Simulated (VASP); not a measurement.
# SrTiO3 (Pm-3m) in VASP: a series of runs

The runs below take SrTiO3 through single point, relaxation of cell and atoms, with PBE+U.

All numbers are computed with VASP 6.6.1; they aren't measurements. Logs are shortened: lines on timing, memory, paths and dates and some standing lists are left out, and cuts for length are marked.

## Step 1: The cell of the first run

It takes space group Pm-3m (No. 221, cubic). Conventional cell: a = 3.828 Å, b = 3.828 Å, c = 3.828 Å, α = 90.00°, β = 90.00°, γ = 90.00°. Within 3.6 Å of Sr (site symmetry m-3m) lie 12 O at 2.71 Å and 8 Ti at 3.31 Å. Ti (site symmetry m-3m) has 6 O at 1.91 Å within 2.5 Å. Within 2.5 Å of O (site symmetry 4/mmm) lie 2 Ti at 1.91 Å. O (site symmetry 4/mmm) has 2 Ti at 1.91 Å within 2.5 Å.

## Step 2: Single point, PBE+U

File INCAR:

```
ALGO = Normal
EDIFF = 1E-6
ENCUT = 520
GGA = PE
ISIF = 2
ISMEAR = -1
LASPH = True
LCHARG = True
LDAU = True
LDAUJ = 0 0.77 0
LDAUL = -1 2 -1
LDAUPRINT = 1
LDAUTYPE = 1
LDAUU = 0 6.67 0
LELF = True
LMAXMIX = 4
LREAL = False
LVHAR = True
LWAVE = False
NBANDS = 51
NELM = 150
PREC = Accurate
SIGMA = 0.1
```

File KPOINTS:

```
k-points
0
Gamma
  5 7 5
```

File POSCAR:

```
SrTiO3
1.0
   -3.8275316829      0.0000000000     -3.8275316829
    0.0000000000     -3.8275402870      0.0000000000
   -3.8275316829      0.0000000000      3.8275316829
Sr Ti O
2 2 6
Direct
    0.0000000000      0.5000000000      0.5000000000
    0.5000000000      0.5000000000      0.0000000000
    0.0000000000      0.0000000000      1.0000000000
    0.5000000000      0.0000000000      0.5000000000
    0.7500000000      0.0000000000      0.7500000000
    0.2500000000      0.0000000000      0.2500000000
    0.0000000000      0.5000000000      0.0000000000
    0.5000000000      0.5000000000      0.5000000000
    0.7500000000      1.0000000000      0.2500000000
    0.2500000000      0.0000000000      0.7500000000
```

Potentials or basis: VASP PAW PBE potentials, release 64 (Sr_sv, Ti_sv, O).

Launch:

```console
cat potpaw_PBE.64/Sr_sv/POTCAR potpaw_PBE.64/Ti_sv/POTCAR potpaw_PBE.64/O/POTCAR > POTCAR
mpirun -np 1 vasp_std > vasp.out
```

OUTCAR:

```text
EDIFF = 1E-6
   ENCUT = 520
   GGA = PE
   ISIF = 2
   ISMEAR = -1
   LASPH = True
   LREAL = False
   NELM = 150
   PREC = Accurate

 ion  position               nearest neighbor table
   1  0.000  0.500  0.500-   7 2.71   8 2.71   7 2.71   8 2.71   9 2.71  10 2.71   5 2.71   5 2.71
                             6 2.71   9 2.71  10 2.71   6 2.71   4 3.31   3 3.31   3 3.31   3 3.31
   2  0.500  0.500  0.000-   7 2.71   8 2.71   8 2.71   7 2.71   9 2.71  10 2.71   5 2.71   5 2.71
                             6 2.71   9 2.71  10 2.71   6 2.71   4 3.31   4 3.31   3 3.31   3 3.31
   3  0.000  0.000  0.000-   5 1.91   6 1.91   9 1.91  10 1.91   7 1.91   7 1.91   1 3.31   1 3.31
                             1 3.31   2 3.31   2 3.31   1 3.31   2 3.31   2 3.31
   4  0.500  0.000  0.500-   5 1.91   6 1.91   9 1.91  10 1.91   8 1.91   8 1.91   1 3.31   2 3.31
                             1 3.31   2 3.31   2 3.31   2 3.31   1 3.31   1 3.31
   5  0.750  0.000  0.750-   3 1.91   4 1.91   1 2.71   2 2.71   1 2.71   2 2.71
   6  0.250  0.000  0.250-   3 1.91   4 1.91   1 2.71   2 2.71   1 2.71   2 2.71
   7  0.000  0.500  0.000-   3 1.91   3 1.91   1 2.71   1 2.71   2 2.71   2 2.71
   8  0.500  0.500  0.500-   4 1.91   4 1.91   1 2.71   2 2.71   2 2.71   1 2.71
   9  0.750  0.000  0.250-   3 1.91   4 1.91   1 2.71   2 2.71   1 2.71   2 2.71
  10  0.250  0.000  0.750-   3 1.91   4 1.91   1 2.71   2 2.71   1 2.71   2 2.71

  LATTYP: Found a simple tetragonal cell.
 ALAT       =     5.4129472164
 C/A-ratio  =     0.7071083707

  Lattice vectors:

 A1 = (   3.8275316829,   0.0000000000,   3.8275316829)
 A2 = (  -3.8275316829,   0.0000000000,   3.8275316829)
 A3 = (   0.0000000000,  -3.8275402870,   0.0000000000)

Analysis of symmetry for initial positions (statically):
=====================================================================
 Subroutine PRICEL returns following result:

  LATTYP: Found a simple cubic cell.
 ALAT       =     3.8275316829

  Lattice vectors:

 A1 = (   0.0000000000,   0.0000000000,  -3.8275316829)
 A2 = (   0.0000000000,  -3.8275402870,   0.0000000000)
 A3 = (  -3.8275316829,   0.0000000000,   0.0000000000)

   2 primitive cells build up your supercell.

 Routine SETGRP: Setting up the symmetry group for a
 simple tetragonal supercell.

 Subroutine GETGRP returns: Found 16 space group operations
 (whereof 16 operations were pure point group operations)
 out of a pool of 16 trial point group operations.

The static configuration has the point symmetry D_4h.

Analysis of symmetry for dynamics (positions and initial velocities):
=====================================================================
 Subroutine PRICEL returns following result:

  LATTYP: Found a simple cubic cell.
 ALAT       =     3.8275316829

  Lattice vectors:

 A1 = (   0.0000000000,   0.0000000000,  -3.8275316829)
 A2 = (   0.0000000000,  -3.8275402870,   0.0000000000)
 A3 = (  -3.8275316829,   0.0000000000,   0.0000000000)

   2 primitive cells build up your supercell.

 Routine SETGRP: Setting up the symmetry group for a
 simple tetragonal supercell.

 Subroutine GETGRP returns: Found 16 space group operations
[... 142 lines left out ...]
   LRPA    =     F    only Hartree local field effects (RPA)
 non-spin polarized calculation
  energy-cutoff  :      520.00
  volume of cell :      112.15
 maximum number of plane-waves:      3031
   NGX = 21   NGY = 15   NGZ = 21

atom =   3  type =  2  l = 2

 onsite density matrix

spin component  1

  0.0985  0.0000 -0.0000 -0.0000  0.0000
  0.0000  0.0985  0.0000 -0.0000 -0.0000
 -0.0000  0.0000  0.2670  0.0000 -0.0000
 -0.0000 -0.0000  0.0000  0.0985 -0.0000
  0.0000 -0.0000 -0.0000 -0.0000  0.2670

spin component  2

  0.0985  0.0000 -0.0000 -0.0000  0.0000
  0.0000  0.0985  0.0000 -0.0000 -0.0000
 -0.0000  0.0000  0.2670  0.0000 -0.0000
 -0.0000 -0.0000  0.0000  0.0985 -0.0000
  0.0000 -0.0000 -0.0000 -0.0000  0.2670

 occupancies and eigenvectors

  o =  0.0985  v =  0.0000  0.0000 -0.0000  1.0000  0.0000  0.0000  0.0000  0.0000  0.0000  0.0000      0.0000  0.0000  0.0000  0.0000  0.0000  0.0000  0.0000  0.0000  0.0000  0.0000
  o =  0.0985  v =  0.0000  0.0000  0.0000  0.0000  0.0000  0.0000  0.0000 -0.0000  1.0000  0.0000      0.0000  0.0000  0.0000  0.0000  0.0000  0.0000  0.0000  0.0000  0.0000  0.0000
  o =  0.0985  v =  0.0000  0.0000  0.0000  0.0000  0.0000  1.0000  0.0000  0.0000  0.0000  0.0000      0.0000  0.0000  0.0000  0.0000  0.0000  0.0000  0.0000  0.0000  0.0000  0.0000
  o =  0.0985  v =  1.0000  0.0000  0.0000  0.0000  0.0000  0.0000  0.0000  0.0000  0.0000  0.0000      0.0000  0.0000  0.0000  0.0000  0.0000  0.0000  0.0000  0.0000  0.0000  0.0000
  o =  0.0985  v =  0.0000 -1.0000 -0.0000  0.0000  0.0000  0.0000  0.0000  0.0000  0.0000  0.0000      0.0000  0.0000  0.0000  0.0000  0.0000  0.0000  0.0000  0.0000  0.0000  0.0000
  o =  0.0985  v =  0.0000  0.0000  0.0000  0.0000  0.0000  0.0000 -1.0000 -0.0000  0.0000  0.0000      0.0000  0.0000  0.0000  0.0000  0.0000  0.0000  0.0000  0.0000  0.0000  0.0000
  o =  0.2670  v =  0.0000  0.0000 -0.5000 -0.0000 -0.8660  0.0000  0.0000  0.0000  0.0000  0.0000      0.0000  0.0000  0.0000  0.0000  0.0000  0.0000  0.0000  0.0000  0.0000  0.0000
  o =  0.2670  v =  0.0000  0.0000  0.0000  0.0000  0.0000  0.0000  0.0000 -0.5000 -0.0000 -0.8660      0.0000  0.0000  0.0000  0.0000  0.0000  0.0000  0.0000  0.0000  0.0000  0.0000
  o =  0.2670  v =  0.0000  0.0000  0.0000  0.0000  0.0000  0.0000  0.0000 -0.8660 -0.0000  0.5000      0.0000  0.0000  0.0000  0.0000  0.0000  0.0000  0.0000  0.0000  0.0000  0.0000
  o =  0.2670  v =  0.0000  0.0000 -0.8660 -0.0000  0.5000  0.0000  0.0000  0.0000  0.0000  0.0000      0.0000  0.0000  0.0000  0.0000  0.0000  0.0000  0.0000  0.0000  0.0000  0.0000

atom =   4  type =  2  l = 2

 onsite density matrix

spin component  1

  0.0985 -0.0000  0.0000 -0.0000  0.0000
 -0.0000  0.0985  0.0000 -0.0000  0.0000
  0.0000  0.0000  0.2670  0.0000 -0.0000
 -0.0000 -0.0000  0.0000  0.0985 -0.0000
  0.0000  0.0000 -0.0000 -0.0000  0.2670

spin component  2

  0.0985 -0.0000  0.0000 -0.0000  0.0000
 -0.0000  0.0985  0.0000 -0.0000  0.0000
  0.0000  0.0000  0.2670  0.0000 -0.0000
 -0.0000 -0.0000  0.0000  0.0985 -0.0000
  0.0000  0.0000 -0.0000 -0.0000  0.2670

 occupancies and eigenvectors

  o =  0.0985  v =  0.0000  0.0000 -0.0000  1.0000 -0.0000  0.0000  0.0000  0.0000  0.0000  0.0000      0.0000  0.0000  0.0000  0.0000  0.0000  0.0000  0.0000  0.0000  0.0000  0.0000
  o =  0.0985  v =  0.0000  0.0000  0.0000  0.0000  0.0000  0.0000  0.0000 -0.0000  1.0000 -0.0000      0.0000  0.0000  0.0000  0.0000  0.0000  0.0000  0.0000  0.0000  0.0000  0.0000
  o =  0.0985  v =  0.0000  1.0000  0.0000 -0.0000 -0.0000  0.0000  0.0000  0.0000  0.0000  0.0000      0.0000  0.0000  0.0000  0.0000  0.0000  0.0000  0.0000  0.0000  0.0000  0.0000
  o =  0.0985  v =  0.0000  0.0000  0.0000  0.0000  0.0000  0.0000  1.0000  0.0000 -0.0000 -0.0000      0.0000  0.0000  0.0000  0.0000  0.0000  0.0000  0.0000  0.0000  0.0000  0.0000
  o =  0.0985  v =  0.0000  0.0000  0.0000  0.0000  0.0000  1.0000  0.0000  0.0000  0.0000  0.0000      0.0000  0.0000  0.0000  0.0000  0.0000  0.0000  0.0000  0.0000  0.0000  0.0000
  o =  0.0985  v =  1.0000  0.0000  0.0000  0.0000  0.0000  0.0000  0.0000  0.0000  0.0000  0.0000      0.0000  0.0000  0.0000  0.0000  0.0000  0.0000  0.0000  0.0000  0.0000  0.0000
  o =  0.2670  v =  0.0000  0.0000  0.0000  0.0000  0.0000  0.0000 -0.0000 -0.5000 -0.0000 -0.8660      0.0000  0.0000  0.0000  0.0000  0.0000  0.0000  0.0000  0.0000  0.0000  0.0000
  o =  0.2670  v =  0.0000 -0.0000 -0.5000 -0.0000 -0.8660  0.0000  0.0000  0.0000  0.0000  0.0000      0.0000  0.0000  0.0000  0.0000  0.0000  0.0000  0.0000  0.0000  0.0000  0.0000
  o =  0.2670  v =  0.0000 -0.0000  0.8660  0.0000 -0.5000  0.0000  0.0000  0.0000  0.0000  0.0000      0.0000  0.0000  0.0000  0.0000  0.0000  0.0000  0.0000  0.0000  0.0000  0.0000
  o =  0.2670  v =  0.0000  0.0000  0.0000  0.0000  0.0000  0.0000 -0.0000  0.8660  0.0000 -0.5000      0.0000  0.0000  0.0000  0.0000  0.0000  0.0000  0.0000  0.0000  0.0000  0.0000

 number of electron      79.9999969 magnetization

 Free energy of the ion-electron system (eV)
  ---------------------------------------------------
  ext. energy  EPLUGINS =         0.00000000
  ---------------------------------------------------
  free energy    TOTEN  =       -71.44311462 eV

  energy without entropy =      -71.44311422  energy(sigma->0) =      -71.44311442

 E-fermi :   6.3175     XC(G=0): -11.6010

 val. band max:        4.8625859252   @ k =   0.0000   0.4286   0.0000
 cond. band min:       7.6717043013   @ k =   0.0000   0.0000   0.0000
 fundamental gap:      2.8091183762
 Fermi energy:         6.3174613560

 k-point     1 :       0.0000    0.0000    0.0000
  band No.  band energies     occupation
      1     -52.7868      2.00000
      2     -52.7830      2.00000
      3     -29.0810      2.00000
      4     -29.0810      2.00000
      5     -29.0049      2.00000
      6     -29.0049      2.00000
[... 1285 lines left out ...]
     50      13.0913      0.00000
     51      13.3892      0.00000

------------------------ aborting loop because EDIFF is reached ----------------------------------------

  FORCE on cell =-STRESS in cart. coord.  units (eV):
  Direction    XX          YY          ZZ          XY          YZ          ZX
  --------------------------------------------------------------------------------------
  -------------------------------------------------------------------------------------
  Total       17.4323530     17.4316288     17.4323530     -0.0000000      0.0000000      0.0000000
  in kB      249.0458097    249.0354634    249.0458097     -0.0000000      0.0000000      0.0000000
  external PRESSURE =     249.0423610 kB  Pullay stress =       0.0000000 kB

 VOLUME and BASIS-vectors are now :
 -----------------------------------------------------------------------------
  energy-cutoff  :      520.00
  volume of cell :      112.15
      direct lattice vectors                 reciprocal lattice vectors
    -3.827531683  0.000000000 -3.827531683    -0.130632491  0.000000000 -0.130632491
     0.000000000 -3.827540287  0.000000000     0.000000000 -0.261264396  0.000000000
    -3.827531683  0.000000000  3.827531683    -0.130632491  0.000000000  0.130632491

 POSITION                                       TOTAL-FORCE (eV/Angst)
 -----------------------------------------------------------------------------------
     -1.91377     -1.91377      1.91377        -0.000000     -0.000000      0.000000
     -1.91377     -1.91377     -1.91377        -0.000000      0.000000      0.000000
      0.00000      0.00000      0.00000         0.000000      0.000000     -0.000000
     -3.82753      0.00000      0.00000         0.000000      0.000000     -0.000000
     -5.74130      0.00000      0.00000         0.000000      0.000000      0.000000
     -1.91377      0.00000      0.00000        -0.000000      0.000000     -0.000000
      0.00000     -1.91377      0.00000        -0.000000      0.000000     -0.000000
     -3.82753     -1.91377      0.00000         0.000000     -0.000000     -0.000000
     -3.82753      0.00000     -1.91377         0.000000      0.000000      0.000000
     -3.82753      0.00000      1.91377        -0.000000      0.000000     -0.000000
 -----------------------------------------------------------------------------------
    total drift:                               -0.000000     -0.000000     -0.000000

  FREE ENERGIE OF THE ION-ELECTRON SYSTEM (eV)
  ---------------------------------------------------
  free  energy   TOTEN  =       -71.4431146203 eV

  energy  without entropy=      -71.4431142179  energy(sigma->0) =      -71.44311442
```

Wall time 2.1 min (1 thread of AMD EPYC 7R13 (Zen 3), shared host); peak memory 0.24 GiB.

Results:

- Free energy: -71.4431 eV
- Pressure: 24.9 GPa
- Band gap on the k mesh: 2.81 eV

Eigenvalues of the final occupation matrices:
| site | spin | trace | eigenvalues |
| --- | --- | --- | --- |
| site 3 d | 1 | 0.83 | 0.10 0.10 0.10 0.27 0.27 |
| site 3 d | 2 | 0.83 | 0.10 0.10 0.10 0.27 0.27 |
| site 4 d | 1 | 0.83 | 0.10 0.10 0.10 0.27 0.27 |
| site 4 d | 2 | 0.83 | 0.10 0.10 0.10 0.27 0.27 |

Caveat: the cell stands under pressure; an odd mesh through Γ misses points on the zone boundary, where band edges can lie.

## Step 3: Relaxation of cell and atoms, PBE+U, target pressure 20 GPa, at which the enthalpy is minimised

This run uses another cell than the first one, of 11.61 Å³/atom.

File INCAR:

```
PREC = Accurate
ENCUT = 600
EDIFF = 1E-6
ISMEAR = -1
SIGMA = 0.1
LREAL = F
LASPH = T
NELM = 150
ALGO = Normal
ISIF = 3
LWAVE = F
LCHARG = F
LMAXMIX = 4
LDAU = T
LDAUTYPE = 1
LDAUL = -1 2 -1
LDAUU = 0 6.67 0
LDAUJ = 0 0.77 0
LDAUPRINT = 1
GGA = PE
IBRION = 2
NSW = 100
EDIFFG = -0.01
PSTRESS = 200.0
```

File KPOINTS:

```
Automatic mesh
0
Gamma
  5 7 5
```

File POSCAR:

```
SrTiO3
1.0
   -3.8723212000      0.0000000000     -3.8723212000
    0.0000000000     -3.8723212000      0.0000000000
   -3.8723212000      0.0000000000      3.8723212000
Sr Ti O
2 2 6
Direct
    0.0000000000      0.5000000000      0.5000000000
    0.5000000000      0.5000000000      0.0000000000
    0.0000000000      0.0000000000      0.0000000000
    0.5000000000      0.0000000000      0.5000000000
    0.7500000000      0.0000000000      0.7500000000
    0.2500000000      0.0000000000      0.2500000000
    0.0000000000      0.5000000000      0.0000000000
    0.5000000000      0.5000000000      0.5000000000
    0.7500000000      0.0000000000      0.2500000000
    0.2500000000      0.0000000000      0.7500000000
```

Potentials or basis: VASP PAW PBE potentials, release 64 (Sr_sv, Ti_sv, O).

Launch:

```console
cat potpaw_PBE.64/Sr_sv/POTCAR potpaw_PBE.64/Ti_sv/POTCAR potpaw_PBE.64/O/POTCAR > POTCAR
mpirun -np 1 vasp_std > vasp.out
```

Run time: 14 min. Hardware: 1 thread of Oxide Virtual Turin-like, shared host; peak memory 0.33 GiB.

The run converged. Its results:

| Property | Result |
| --- | --- |
| Free energy | -71.7588 eV |
| Relaxed volume | 11.42 Å³/atom |
| Relaxed cell | a = 5.446 Å, b = 3.851 Å, c = 5.446 Å, α = 90.00°, β = 90.00°, γ = 90.00° |
| Space group after relaxing (to 0.1 Å) | Pm-3m (No. 221) |
| Energy change on relaxing (the run minimises the enthalpy) | +21.3 meV/atom |
| Ionic steps | 3 |
| Pressure after relaxing | 20.0 GPa |
| Band gap on the k mesh | 2.77 eV |

The path:
| step | energy change (eV) | largest force (eV/Å) | pressure (GPa) | volume (Å³) |
| --- | --- | --- | --- | --- |
| 1 | 0.0000 | 0.0000 | 16.08 | 116.13 |
| 2 | 0.6183 | 0.0000 | 26.37 | 111.42 |
| 3 | 0.2129 | 0.0000 | 19.96 | 114.24 |

Final structure:
```cif
data_structure
_symmetry_space_group_name_H-M 'P 1'
_symmetry_Int_Tables_number 1
_cell_length_a 5.4463
_cell_length_b 3.8511
_cell_length_c 5.4463
_cell_angle_alpha 90.000
_cell_angle_beta 90.000
_cell_angle_gamma 90.000
_cell_volume 114.24
loop_
_atom_site_label
_atom_site_type_symbol
_atom_site_fract_x
_atom_site_fract_y
_atom_site_fract_z
_atom_site_occupancy
Sr1 Sr 0.00000 0.50000 0.50000 1
Sr2 Sr 0.50000 0.50000 0.00000 1
Ti1 Ti 0.00000 0.00000 0.00000 1
Ti2 Ti 0.50000 0.00000 0.50000 1
O1 O 0.75000 0.00000 0.75000 1
O2 O 0.25000 0.00000 0.25000 1
O3 O 0.00000 0.50000 0.00000 1
O4 O 0.50000 0.50000 0.50000 1
O5 O 0.75000 0.00000 0.25000 1
O6 O 0.25000 0.00000 0.75000 1
```

Levels at points of the mesh, in eV from the valence-band top:
```tsv
k point	band 38	band 39	band 40	band 41	band 42	band 43
(0.00, 0.00, 0.00)	-0.42	-0.42	-0.10	2.77	2.77	2.77
```

Eigenvalues of the final occupation matrices:
```csv
site,spin,trace,eigenvalues
site 3 d,1,0.82,0.10 0.10 0.10 0.26 0.26
site 3 d,2,0.82,0.10 0.10 0.10 0.26 0.26
site 4 d,1,0.82,0.10 0.10 0.10 0.26 0.26
site 4 d,2,0.82,0.10 0.10 0.10 0.26 0.26
```

Caveat: the cell is relaxed towards a set pressure, so the run minimises the enthalpy, not the energy; an odd mesh through Γ misses points on the zone boundary, where band edges can lie.
